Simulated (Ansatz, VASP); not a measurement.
**One calculation of P, two programs**

```
P
1.0
     4.27290    0.00000    0.02671
     0.00000    4.27290    0.00000
     0.02736    0.00000    4.37800
P
1
Direct
  0.00000 0.00000 0.00000
```

Change from the starting cell: strain +0.0125 x Voigt [0, 0, 0, 0, 1, 0], atoms carried along.

Alike in both runs: task single point; functional PBEsol; dispersion D3(BJ); k mesh 12 × 12 × 12; occupations gaussian, width 0.15 eV; no spin polarisation.

|  | VASP | Ansatz |
| --- | --- | --- |
| version | VASP 6.6.1 | Ansatz 0.2.0 |
| potentials or method | VASP PAW PBE potentials, release 64 (P), cutoff 520 eV | scalar-relativistic, plane waves, PAW |
| valence electrons in the cell | 5 | 5 |

|  | VASP | Ansatz | Ansatz less VASP |
| --- | --- | --- | --- |
| gap on the k mesh at the Fermi level (eV) | none | none | - |
| pressure (GPa) | -4.0 | -4.0 | +0.01 |
| traceless stress, the component that is largest in VASP (GPa) | 0.28 | 0.28 | 0.000 |

VASP's potentials were made for PBE, not for PBEsol. A gap of «none» marks a metal or a gap that the smearing closes.
